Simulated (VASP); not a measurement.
# MgO (v.b) (Fm-3m) in VASP: single point with PBE

Aim: the single point of MgO (v.b) with PBE.

Program: VASP 6.6.1. These are calculated values, not measurements. Logs are shortened: lines on timing, memory, paths and dates and some standing lists are left out, and cuts for length are marked.

## Step 1: The cell of the first run

Symmetry: Fm-3m, No. 225, cubic system. Conventional cell: a = 4.254 Å, b = 4.254 Å, c = 4.254 Å, α = 90.00°, β = 90.00°, γ = 90.00°. Mg (site symmetry m-3m) has 6 O at 2.13 Å within 2.8 Å. Within 2.8 Å of O (site symmetry m-3m) lie 6 Mg at 2.13 Å.

## Step 2: Single point, PBE

The input, INCAR:

```
ALGO = Normal
EDIFF = 1E-6
ENCUT = 600
GGA = PE
GGA_COMPAT = False
ISIF = 2
ISMEAR = 0
LASPH = True
LCHARG = False
LREAL = False
LWAVE = False
NBANDS = 11
NELM = 120
PREC = Accurate
SIGMA = 0.02
```

The input, KPOINTS:

```
k-points
0
Gamma
  10 10 10
```

The input, POSCAR:

```
MgO
1.0
    0.0000000000      2.1272184822      2.1272184822
    2.1272184822      0.0000000000      2.1272184822
    2.1272184822      2.1272184822      0.0000000000
Mg O
1 1
Direct
    0.0000000000      0.0000000000      0.0000000000
    0.5000000000      0.5000000000      0.5000000000
```

Potentials or basis: VASP PAW PBE potentials, release 64 (Mg, O).

On the command line:

```console
cat potpaw_PBE.64/Mg/POTCAR potpaw_PBE.64/O/POTCAR > POTCAR
mpirun -np 1 vasp_std > vasp.out
```

OUTCAR:

```text
EDIFF = 1E-6
   ENCUT = 600
   GGA = PE
   ISIF = 2
   ISMEAR = 0
   LASPH = True
   LREAL = False
   NELM = 120
   PREC = Accurate

 ion  position               nearest neighbor table
   1  0.000  0.000  0.000-   2 2.13   2 2.13   2 2.13   2 2.13   2 2.13   2 2.13
   2  0.500  0.500  0.500-   1 2.13   1 2.13   1 2.13   1 2.13   1 2.13   1 2.13

  LATTYP: Found a face centered cubic cell.
 ALAT       =     4.2544369644

  Lattice vectors:

 A1 = (   0.0000000000,   2.1272184822,   2.1272184822)
 A2 = (   2.1272184822,   0.0000000000,   2.1272184822)
 A3 = (   2.1272184822,   2.1272184822,   0.0000000000)

Analysis of symmetry for initial positions (statically):
=====================================================================
 Subroutine PRICEL returns:
 Original cell was already a primitive cell.

 Routine SETGRP: Setting up the symmetry group for a
 face centered cubic supercell.

 Subroutine GETGRP returns: Found 48 space group operations
 (whereof 48 operations were pure point group operations)
 out of a pool of 48 trial point group operations.

The static configuration has the point symmetry O_h .

Analysis of symmetry for dynamics (positions and initial velocities):
=====================================================================
 Subroutine PRICEL returns:
 Original cell was already a primitive cell.

 Routine SETGRP: Setting up the symmetry group for a
 face centered cubic supercell.

 Subroutine GETGRP returns: Found 48 space group operations
 (whereof 48 operations were pure point group operations)
 out of a pool of 48 trial point group operations.

The dynamic configuration has the point symmetry O_h .

 Subroutine INISYM returns: Found 48 space group operations
 (whereof 48 operations are pure point group operations),
 and found     1 'primitive' translations

----------------------------------------------------------------------------------------

                                     Primitive cell

  volume of cell :      19.2516

  direct lattice vectors                    reciprocal lattice vectors
     0.000000000  2.127218482  2.127218482    -0.235048729  0.235048729  0.235048729
     2.127218482  0.000000000  2.127218482     0.235048729 -0.235048729  0.235048729
     2.127218482  2.127218482  0.000000000     0.235048729  0.235048729 -0.235048729

  length of vectors
     3.008341228  3.008341228  3.008341228     0.407116340  0.407116340  0.407116340

  position of ions in fractional coordinates (direct lattice)
[... 81 lines left out ...]
   EDIFFG = 0.1E-04   stopping-criterion for IOM
   NSW    =      0    number of steps for IOM
   IBRION =     -1    ionic relax: 0-MD 1-quasi-New 2-CG
   NFREE  =      0    steps in history (QN), initial steepest desc. (CG)
   ISIF   =      2    stress and relaxation
   ISYM   =      2    0-nonsym 1-usesym 2-fastsym
   POTIM  = 0.5000    time-step for ionic-motion
   TEBEG  =    0.0;   TEEND  =   0.0 temperature during run
   PSTRESS=    0.0 pullay stress
   NELECT =       8.0000    total number of electrons
   NUPDOWN=      -1.0000    fix difference up-down
   EMIN   =  10.00;   EMAX   =-10.00  energy-range for DOS
   EFERMI =   0.00;   METHOD = LEGACY
   ISMEAR =     0;   SIGMA  =   0.02  broadening in eV -4-tet -1-fermi 0-gaus
   EFERMI_NEDOS =   21; number of points for ismear=-14 and -15
   IALGO  =     38    algorithm
   IMIX   =      4    mixing-type and parameters
     AMIX     =   0.40;   BMIX     =  1.00
     AMIX_MAG =   1.60;   BMIX_MAG =  1.00
  volume/ion in A,a.u.               =       9.63        64.96
  Fermi-wavevector in a.u.,A,eV,Ry     =   1.221657  2.308598 20.305968  1.492447
  Thomas-Fermi vector in A             =   2.356832
   LORBIT       =      0    0 simple, 1 ext, 2 COOP (PROOUT), +10 PAW based schemes
   GGA     = PE    functional components
   LHFCALC =     F    Hartree Fock is set to
   AEXX    =    0.0000 exact exchange contribution
   IVDW    =     0    specifies the selected vdW correction
   LEPSILON=     F    determine dielectric tensor
   LRPA    =     F    only Hartree local field effects (RPA)
 non-spin polarized calculation
 Gauss-broadening in eV      SIGMA  =   0.02
  energy-cutoff  :      600.00
  volume of cell :       19.25
 maximum number of plane-waves:       656
   NGX = 13   NGY = 13   NGZ = 13

 number of electron       8.0000004 magnetization

 Free energy of the ion-electron system (eV)
  ---------------------------------------------------
  ext. energy  EPLUGINS =         0.00000000
  ---------------------------------------------------
  free energy    TOTEN  =       -11.91483260 eV

  energy without entropy =      -11.91483260  energy(sigma->0) =      -11.91483260

 E-fermi :   3.1583     XC(G=0): -10.9372

 val. band max:        2.9633880756   @ k =   0.0000   0.0000   0.0000
 cond. band min:       7.4038787936   @ k =   0.0000   0.0000   0.0000
 fundamental gap:      4.4404907180
 Fermi energy:         3.1582665526

 k-point     1 :       0.0000    0.0000    0.0000
  band No.  band energies     occupation
      1     -14.1482      2.00000
      2       2.9634      2.00000
      3       2.9634      2.00000
      4       2.9634      2.00000
      5       7.4039      0.00000
      6      18.5945      0.00000
      7      18.5945      0.00000
      8      18.5945      0.00000
      9      22.4309      0.00000
     10      24.1728      0.00000
     11      24.1728      0.00000
[... 309 lines left out ...]
 k-point    24 :       0.4000    0.3000    0.0000
  band No.  band energies     occupation
      1     -12.9782      2.00000
      2      -0.5145      2.00000
      3       1.7036      2.00000
      4       1.9150      2.00000
      5      12.2429      0.00000
      6      13.0467      0.00000
      7      16.2485      0.00000
      8      20.7494      0.00000
      9      20.9507      0.00000
     10      27.4833      0.00000
     11      29.3429      0.00000

 [... further k-points ...]
[... 5 lines left out ...]
  --------------------------------------------------------------------------------------
  -------------------------------------------------------------------------------------
  Total       -0.1320653     -0.1320653     -0.1320653     -0.0000000     -0.0000000      0.0000000
  in kB      -10.9908965    -10.9908965    -10.9908965     -0.0000000     -0.0000000      0.0000000
  external PRESSURE =     -10.9908965 kB  Pullay stress =       0.0000000 kB

 VOLUME and BASIS-vectors are now :
 -----------------------------------------------------------------------------
  energy-cutoff  :      600.00
  volume of cell :       19.25
      direct lattice vectors                 reciprocal lattice vectors
     0.000000000  2.127218482  2.127218482    -0.235048729  0.235048729  0.235048729
     2.127218482  0.000000000  2.127218482     0.235048729 -0.235048729  0.235048729
     2.127218482  2.127218482  0.000000000     0.235048729  0.235048729 -0.235048729

 POSITION                                       TOTAL-FORCE (eV/Angst)
 -----------------------------------------------------------------------------------
      0.00000      0.00000      0.00000         0.000000      0.000000      0.000000
      2.12722      2.12722      2.12722        -0.000000     -0.000000      0.000000
 -----------------------------------------------------------------------------------
    total drift:                               -0.000000     -0.000000      0.000000

  FREE ENERGIE OF THE ION-ELECTRON SYSTEM (eV)
  ---------------------------------------------------
  free  energy   TOTEN  =       -11.9148326033 eV

  energy  without entropy=      -11.9148326033  energy(sigma->0) =      -11.91483260
```

OSZICAR:

```text
N       E                     dE             d eps       ncg     rms          rms(c)
DAV:   1     0.155879148002E+02    0.15588E+02   -0.49291E+03  1178   0.722E+02
DAV:   2    -0.127817383257E+02   -0.28370E+02   -0.27004E+02  1185   0.142E+02
DAV:   3    -0.134675380973E+02   -0.68580E+00   -0.68519E+00  1249   0.189E+01
DAV:   4    -0.134695579150E+02   -0.20198E-02   -0.20198E-02  1142   0.111E+00
DAV:   5    -0.134695645165E+02   -0.66015E-05   -0.66015E-05  1202   0.633E-02    0.719E+00
DAV:   6    -0.119351866497E+02    0.15344E+01   -0.89871E+00  1070   0.164E+01    0.228E+00
DAV:   7    -0.119208774592E+02    0.14309E-01   -0.63147E-02  1118   0.222E+00    0.135E+00
DAV:   8    -0.119153214978E+02    0.55560E-02   -0.30890E-02  1094   0.197E+00    0.257E-01
DAV:   9    -0.119148786722E+02    0.44283E-03   -0.65054E-04  1151   0.179E-01    0.145E-01
DAV:  10    -0.119148317065E+02    0.46966E-04   -0.59423E-04  1139   0.181E-01    0.873E-03
DAV:  11    -0.119148326033E+02   -0.89672E-06   -0.31936E-06  1190   0.151E-02
   1 F= -.11914833E+02 E0= -.11914833E+02  d E =-.197610E-45
```

Run time: 4.3 s. Hardware: 1 thread of Intel Xeon 6975P-C (Granite Rapids), shared host; peak memory 0.13 GiB.

Results:

| Property | Result |
| --- | --- |
| Free energy | -11.9148 eV |
| Pressure | -1.1 GPa |
| Band gap on the k mesh | 4.44 eV, direct |

As with any semilocal functional, this PBE gap is likely too small.
